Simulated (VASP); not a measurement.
# Al (Fm-3m) in VASP: notebook

Runs on Al. Level: PBEsol. Tasks: single point, relaxation of cell and atoms.

Program: VASP 6.6.1. These are calculated values, not measurements. Logs are shortened: lines on timing, memory, paths and dates and some standing lists are left out, and cuts for length are marked.

## 1. The cell of the first run

Symmetry: Fm-3m, No. 225, cubic system. Conventional cell: a = 4.016 Å, b = 4.016 Å, c = 4.016 Å, α = 90.00°, β = 90.00°, γ = 90.00°. Within 3.7 Å of Al (site symmetry m-3m) lie 12 Al at 2.84 Å.

## 2. Single point, PBEsol

The input, INCAR:

```
SYSTEM = Al
ALGO     = Normal         ! electronic algorithm
EDIFF    = 1E-7           ! SCF threshold, eV
ENCUT    = 520            ! plane-wave cutoff, eV
GGA      = PS             ! functional
ISIF     = 2              ! what is computed and relaxed
ISMEAR   = -1             ! smearing method
LASPH    = .True.         ! aspherical terms in the spheres
LCHARG   = .True.         ! write CHGCAR
LELF     = .True.         ! ELF
LREAL    = .False.        ! projectors in reciprocal space
LVHAR    = .True.       
LWAVE    = .False.        ! write WAVECAR
NBANDS   = 8              ! bands
NELM     = 80             ! most SCF steps
PREC     = Accurate       ! precision mode
SIGMA    = 0.1            ! smearing width, eV
```

The input, KPOINTS:

```
k-points
0
Gamma
  20 20 20
  0 0 0
```

The input, POSCAR:

```
Al
1.0
    0.0000000000      2.0078486142      2.0078486142
    2.0078486142      0.0000000000      2.0078486142
    2.0078486142      2.0078486142      0.0000000000
Al
1
Direct
    0.0000000000      0.0000000000      0.0000000000
```

Potentials or basis: VASP PAW PBE potentials, release 64 (Al).

On the command line:

```bash
cat potpaw_PBE.64/Al/POTCAR > POTCAR
mpirun -np 1 vasp_std > vasp.out
```

OUTCAR:

```text
SYSTEM = Al
   EDIFF = 1E-7
   ENCUT = 520
   GGA = PS
   ISIF = 2
   ISMEAR = -1
   LASPH = .True.
   LREAL = .False.
   NELM = 80
   PREC = Accurate

 ion  position               nearest neighbor table
   1  0.000  0.000  0.000-

  LATTYP: Found a face centered cubic cell.
 ALAT       =     4.0156972284

  Lattice vectors:

 A1 = (   0.0000000000,   2.0078486142,   2.0078486142)
 A2 = (   2.0078486142,   0.0000000000,   2.0078486142)
 A3 = (   2.0078486142,   2.0078486142,   0.0000000000)

Analysis of symmetry for initial positions (statically):
=====================================================================
 Subroutine PRICEL returns:
 Original cell was already a primitive cell.

 Routine SETGRP: Setting up the symmetry group for a
 face centered cubic supercell.

 Subroutine GETGRP returns: Found 48 space group operations
 (whereof 48 operations were pure point group operations)
 out of a pool of 48 trial point group operations.

The static configuration has the point symmetry O_h .

Analysis of symmetry for dynamics (positions and initial velocities):
=====================================================================
 Subroutine PRICEL returns:
 Original cell was already a primitive cell.

 Routine SETGRP: Setting up the symmetry group for a
 face centered cubic supercell.

 Subroutine GETGRP returns: Found 48 space group operations
 (whereof 48 operations were pure point group operations)
 out of a pool of 48 trial point group operations.

The dynamic configuration has the point symmetry O_h .

 Subroutine INISYM returns: Found 48 space group operations
 (whereof 48 operations are pure point group operations),
 and found     1 'primitive' translations

----------------------------------------------------------------------------------------

                                     Primitive cell

  volume of cell :      16.1891

  direct lattice vectors                    reciprocal lattice vectors
     0.000000000  2.007848614  2.007848614    -0.249022758  0.249022758  0.249022758
     2.007848614  0.000000000  2.007848614     0.249022758 -0.249022758  0.249022758
     2.007848614  2.007848614  0.000000000     0.249022758  0.249022758 -0.249022758

  length of vectors
     2.839526741  2.839526741  2.839526741     0.431320069  0.431320069  0.431320069

  position of ions in fractional coordinates (direct lattice)
     0.000000000  0.000000000  0.000000000

  ion indices of the primitive-cell ions
   primitive index   ion index
                 1           1

----------------------------------------------------------------------------------------

 KPOINTS: k-points

Automatic generation of k-mesh.
 Grid dimensions read from file:
 generate k-points for:   20   20   20

 Generating k-lattice:

  Cartesian coordinates                     Fractional coordinates (reciprocal lattice)
    -0.012451138  0.012451138  0.012451138     0.050000000  0.000000000  0.000000000
     0.012451138 -0.012451138  0.012451138     0.000000000  0.050000000  0.000000000
     0.012451138  0.012451138 -0.012451138     0.000000000  0.000000000  0.050000000

  Length of vectors
     0.021566003  0.021566003  0.021566003

  Shift w.r.t. Gamma in fractional coordinates (k-lattice)
     0.000000000  0.000000000  0.000000000

 Subroutine IBZKPT returns following result:
 ===========================================

 Found    256 irreducible k-points:

 Following reciprocal coordinates:
            Coordinates               Weight
  0.000000  0.000000  0.000000      1.000000
  0.050000  0.000000  0.000000      8.000000
  0.100000  0.000000  0.000000      8.000000
  0.150000  0.000000  0.000000      8.000000
  0.200000  0.000000  0.000000      8.000000
  0.250000  0.000000  0.000000      8.000000
[... 16 lines left out ...]
 -0.400000  0.050000  0.000000     24.000000
 -0.350000  0.050000  0.000000     24.000000
 [... further k-points ...]
   k-points           NKPTS =    256   k-points in BZ     NKDIM =    256   number of bands    NBANDS=      8
   number of dos      NEDOS =    301   number of ions     NIONS =      1
   total plane-waves  NPLWV =  13824
   dimension x,y,z NGX =    24 NGY =   24 NGZ =   24
   dimension x,y,z NGXF=    48 NGYF=   48 NGZF=   48
   ions per type =               1
   NGX,Y,Z   is equivalent  to a cutoff of  14.05, 14.05, 14.05 a.u.
   NGXF,Y,Z  is equivalent  to a cutoff of  28.10, 28.10, 28.10 a.u.
 SYSTEM =  Al
   PREC   = accura    normal or accurate (medium, high low for compatibility)
   ISTART =      0    job   : 0-new  1-cont  2-samecut
   ICHARG =      2    charge: 1-file 2-atom 10-const
   ISPIN  =      1    spin polarized calculation?
   LNONCOLLINEAR =      F non collinear calculations
   LSORBIT =      F    spin-orbit coupling
   LASPH  =      T    aspherical Exc in radial PAW
   ENCUT  =  520.0 eV  38.22 Ry    6.18 a.u.   5.28  5.28  5.28*2*pi/ulx,y,z
   NELM   =     80;   NELMIN=  2; NELMDL= -5     # of ELM steps
   EDIFF  = 0.1E-06   stopping-criterion for ELM
   LREAL  =      F    real-space projection
   EDIFFG = 0.1E-05   stopping-criterion for IOM
   NSW    =      0    number of steps for IOM
   IBRION =     -1    ionic relax: 0-MD 1-quasi-New 2-CG
   NFREE  =      0    steps in history (QN), initial steepest desc. (CG)
   ISIF   =      2    stress and relaxation
   ISYM   =      2    0-nonsym 1-usesym 2-fastsym
   POTIM  = 0.5000    time-step for ionic-motion
   TEBEG  =    0.0;   TEEND  =   0.0 temperature during run
   PSTRESS=    0.0 pullay stress
   NELECT =       3.0000    total number of electrons
   NUPDOWN=      -1.0000    fix difference up-down
   EMIN   =  10.00;   EMAX   =-10.00  energy-range for DOS
   EFERMI =   0.00;   METHOD = LEGACY
   ISMEAR =    -1;   SIGMA  =   0.10  broadening in eV -4-tet -1-fermi 0-gaus
   EFERMI_NEDOS =   21; number of points for ismear=-14 and -15
   IALGO  =     38    algorithm
   IMIX   =      4    mixing-type and parameters
     AMIX     =   0.40;   BMIX     =  1.00
     AMIX_MAG =   1.60;   BMIX_MAG =  1.00
  volume/ion in A,a.u.               =      16.19       109.25
  Fermi-wavevector in a.u.,A,eV,Ry     =   0.933342  1.763761 11.852414  0.871128
  Thomas-Fermi vector in A             =   2.060034
   LORBIT       =      0    0 simple, 1 ext, 2 COOP (PROOUT), +10 PAW based schemes
   GGA     = PS    functional components
   LHFCALC =     F    Hartree Fock is set to
   AEXX    =    0.0000 exact exchange contribution
   IVDW    =     0    specifies the selected vdW correction
   LEPSILON=     F    determine dielectric tensor
   LRPA    =     F    only Hartree local field effects (RPA)
 non-spin polarized calculation
  energy-cutoff  :      520.00
  volume of cell :       16.19
 maximum number of plane-waves:       448
 NGX is ok and might be reduce to    24
   NGX = 11   NGY = 11   NGZ = 11

 number of electron       3.0000000 magnetization

 Free energy of the ion-electron system (eV)
  ---------------------------------------------------
  ext. energy  EPLUGINS =         0.00000000
  ---------------------------------------------------
  free energy    TOTEN  =        -4.09853635 eV

  energy without entropy =       -4.08502153  energy(sigma->0) =       -4.09177894

 E-fermi :   8.1790     XC(G=0): -10.3265

 val. band max:        8.1679908004   @ k =  -0.4000   0.3500   0.0000
 cond. band min:       8.2053870235   @ k =  -0.3000   0.5000   0.2000
 fundamental gap:      0.0373962231
 Fermi energy:         8.1789602059

 k-point     1 :       0.0000    0.0000    0.0000
  band No.  band energies     occupation
      1      -3.1127      2.00000
      2      20.8493      0.00000
      3      20.8493      0.00000
      4      20.8493      0.00000
      5      22.4857      0.00000
      6      22.4857      0.00000
      7      22.4857      0.00000
      8      24.7717      0.00000

 k-point     2 :       0.0500    0.0000    0.0000
  band No.  band energies     occupation
      1      -3.0439      2.00000
      2      19.5598      0.00000
      3      20.6022      0.00000
      4      20.6022      0.00000
      5      22.8407      0.00000
      6      22.8407      0.00000
      7      22.9960      0.00000
      8      25.5022      0.00000

 k-point     3 :       0.1000    0.0000    0.0000
  band No.  band energies     occupation
      1      -2.8377      2.00000
      2      17.5655      0.00000
      3      20.1552      0.00000
      4      20.1552      0.00000
      5      23.1050      0.00000
      6      23.5957      0.00000
      7      23.5957      0.00000
      8      26.4225      0.00000

 k-point     4 :       0.1500    0.0000    0.0000
  band No.  band energies     occupation
      1      -2.4947      2.00000
      2      15.5255      0.00000
      3      19.7367      0.00000
      4      19.7367      0.00000
      5      22.9727      0.00000
      6      24.3441      0.00000
      7      24.3441      0.00000
      8      25.5956      0.00000

 k-point     5 :       0.2000    0.0000    0.0000
  band No.  band energies     occupation
      1      -2.0159      2.00000
      2      13.5336      0.00000
      3      19.4046      0.00000
      4      19.4046      0.00000
      5      22.8042      0.00000
      6      23.9691      0.00000
      7      23.9691      0.00000
      8      26.0460      0.00000

 k-point     6 :       0.2500    0.0000    0.0000
  band No.  band energies     occupation
      1      -1.4027      2.00000
      2      11.6210      0.00000
      3      19.1754      0.00000
      4      19.1754      0.00000
      5      22.6755      0.00000
      6      23.0610      0.00000
      7      23.0610      0.00000
      8      27.1236      0.00000

 k-point     7 :       0.3000    0.0000    0.0000
  band No.  band energies     occupation
      1      -0.6568      2.00000
      2       9.8031      0.00000
      3      19.0553      0.00000
      4      19.0553      0.00000
      5      22.1852      0.00000
      6      22.1852      0.00000
      7      22.6251      0.00000
      8      26.2401      0.00000
[... 133 lines left out ...]
 k-point    20 :       0.4500    0.0500    0.0000
  band No.  band energies     occupation
      1       2.0212      2.00000
      2       5.5350      2.00000
      3      18.2890      0.00000
      4      18.8487      0.00000
      5      19.6543      0.00000
      6      21.4371      0.00000
      7      23.8033      0.00000
      8      24.7560      0.00000

 k-point    21 :       0.5000    0.0500    0.0000
  band No.  band energies     occupation
      1       3.2191      2.00000
      2       4.1366      2.00000
      3      18.3566      0.00000
      4      18.5860      0.00000
      5      19.9577      0.00000
      6      20.9506      0.00000
      7      24.1514      0.00000
      8      24.2122      0.00000

 k-point    22 :      -0.4500    0.0500    0.0000
  band No.  band energies     occupation
      1       2.8112      2.00000
      2       4.5845      2.00000
      3      17.9784      0.00000
      4      18.9992      0.00000
      5      20.3806      0.00000
      6      20.5772      0.00000
      7      23.7761      0.00000
      8      24.6182      0.00000

 k-point    23 :      -0.4000    0.0500    0.0000
  band No.  band energies     occupation
      1       1.6453      2.00000
      2       6.0309      2.00000
      3      17.7172      0.00000
      4      19.5285      0.00000
      5      20.3176      0.00000
      6      20.9188      0.00000
      7      23.4591      0.00000
      8      25.1913      0.00000

 k-point    24 :      -0.3500    0.0500    0.0000
  band No.  band energies     occupation
      1       0.5997      2.00000
      2       7.5963      1.99412
      3      17.5737      0.00000
      4      20.1543      0.00000
      5      20.1900      0.00000
      6      21.5679      0.00000
      7      23.2597      0.00000
      8      25.8609      0.00000

 [... further k-points ...]
[... 5 lines left out ...]
  --------------------------------------------------------------------------------------
  -------------------------------------------------------------------------------------
  Total        0.0028507      0.0028507      0.0028507     -0.0000000     -0.0000000      0.0000000
  in kB        0.2821197      0.2821197      0.2821197     -0.0000000     -0.0000000      0.0000000
  external PRESSURE =       0.2821197 kB  Pullay stress =       0.0000000 kB

 VOLUME and BASIS-vectors are now :
 -----------------------------------------------------------------------------
  energy-cutoff  :      520.00
  volume of cell :       16.19
      direct lattice vectors                 reciprocal lattice vectors
     0.000000000  2.007848614  2.007848614    -0.249022758  0.249022758  0.249022758
     2.007848614  0.000000000  2.007848614     0.249022758 -0.249022758  0.249022758
     2.007848614  2.007848614  0.000000000     0.249022758  0.249022758 -0.249022758

 POSITION                                       TOTAL-FORCE (eV/Angst)
 -----------------------------------------------------------------------------------
      0.00000      0.00000      0.00000         0.000000      0.000000      0.000000
 -----------------------------------------------------------------------------------
    total drift:                               -0.000000      0.000000      0.000000

  FREE ENERGIE OF THE ION-ELECTRON SYSTEM (eV)
  ---------------------------------------------------
  free  energy   TOTEN  =        -4.0985363531 eV

  energy  without entropy=       -4.0850215289  energy(sigma->0) =       -4.09177894
```

Wall time 12 s (1 thread of Intel Xeon 6975P-C (Granite Rapids), shared host); peak memory 0.14 GiB.

Results:

```yaml
Free_energy: -4.0985 eV
Pressure: 0.0 GPa
```

Caveat: the PAW data sets were made with another functional, which shifts forces and pressure a little.

## 3. Relaxation of cell and atoms, PBEsol

This run uses another cell than the first one, of 16.60 Å³/atom, 1.026 times its volume.

The input, INCAR:

```
SYSTEM = Al
PREC = Accurate
ENCUT = 600
EDIFF = 1E-7
ISMEAR = -1
SIGMA = 0.1
LREAL = .False.
LASPH = .True.
NELM = 80
ALGO = Normal
ISIF = 3
LWAVE = .False.
LCHARG = .False.
GGA = PS
IBRION = 2
NSW = 60
EDIFFG = -0.01
```

The input, KPOINTS:

```
Automatic mesh
0
Gamma
  20 20 20
  0 0 0
```

The input, POSCAR:

```
Al
1.0
    0.0000000000      2.0248050000      2.0248050000
    2.0248050000      0.0000000000      2.0248050000
    2.0248050000      2.0248050000      0.0000000000
Al
1
Direct
    0.0000000000      0.0000000000      0.0000000000
```

Potentials or basis: VASP PAW PBE potentials, release 64 (Al).

On the command line:

```bash
cat potpaw_PBE.64/Al/POTCAR > POTCAR
mpirun -np 1 vasp_std > vasp.out
```

It took 13 s on 1 thread of Intel Xeon 6975P-C (Granite Rapids), shared host; peak memory 0.15 GiB.

The run converged. Its results:

| Property | Result |
| --- | --- |
| Free energy | -4.0986 eV |
| Relaxed volume | 16.19 Å³/atom |
| Relaxed cell | a = 2.840 Å, b = 2.840 Å, c = 2.840 Å, α = 60.00°, β = 60.00°, γ = 60.00° |
| Space group after relaxing (to 0.05 Å) | Fm-3m (No. 225) |
| Energy gained by relaxing | 2.5 meV/atom |
| Ionic steps | 3 |
| Pressure after relaxing | 0.0 GPa |

The path:
| step | energy change (eV) | largest force (eV/Å) | pressure (GPa) | volume (Å³) |
| --- | --- | --- | --- | --- |
| 1 | 0.0000 | 0.0000 | -1.92 | 16.60 |
| 2 | -0.0024 | 0.0000 | 0.33 | 16.13 |
| 3 | -0.0025 | 0.0000 | 0.00 | 16.19 |

Final structure:
```xyz
1
Lattice="0.0000 2.0081 2.0081 2.0081 0.0000 2.0081 2.0081 2.0081 0.0000" Properties=species:S:1:pos:R:3 pbc="T T T"
Al    0.0000    0.0000    0.0000
```

Levels at points of the mesh, in eV from the Fermi level:
```csv
k point,band 1,band 2,band 3,band 4
"(0.00, 0.00, 0.00)",-11.29,12.67,12.67,12.67
"(0.50, 0.00, 0.00)",-4.70,-4.43,11.49,11.49
"(0.50, 0.50, 0.00)",-2.99,-1.64,5.23,5.64
```

Caveat: the PAW data sets were made with another functional, which shifts forces and pressure a little.
